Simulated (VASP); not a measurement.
Input of a VASP 6.6.1 run:

Contents of INCAR:

```
SYSTEM = Ta
PREC = Accurate
ENCUT = 520
EDIFF = 1E-6
ISMEAR = -1
SIGMA = 0.1
LREAL = .False.
LASPH = .True.
NELM = 100
ALGO = Normal
ISIF = 2
LWAVE = .False.
LCHARG = .False.
GGA = B5
ALDAX = 1.0
AGGAX = 1.0
AGGAC = 1.0
ALDAC = 0.0
NBANDS = 30
```

File KPOINTS:

```
regular mesh
0
Gamma
  14 14 4
  0 0 0
```

File POSCAR:

```
Ta
1.0
    2.9015054923      0.0000000000      0.0000000000
   -1.4507527462      2.5127774656      0.0000000000
    0.0000000000      0.0000000000     10.2087335811
Ta
4
Direct
    1.0000000000      1.0000000000      1.0000000000
    0.0000000000      0.0000000000      0.5000000000
    0.3333333333      0.6666666667      0.2500000000
    0.6666666667      0.3333333333      0.7500000000
```

Potentials or basis: VASP PAW PBE potentials, release 64 (Ta_pv).

The run is started by

```console
$ cat potpaw_PBE.64/Ta_pv/POTCAR > POTCAR
$ mpirun -np 1 vasp_std > vasp.out
```

Q: Estimate the pressure.

A: 8.7 GPa.

Q: What does it give for the band gap on the k mesh?

A: Zero (band 22 reaches 6.75 eV, above the bottom of band 23 at 5.68 eV).

Stress tensor (GPa, compression positive):
```
8.79 0.00 0.00
0.00 8.79 0.00
0.00 0.00 8.46
```

Caveat: the PAW data sets were made with another functional, which shifts forces and pressure a little; spin-orbit coupling is left out, which moves the levels of the heavy elements.
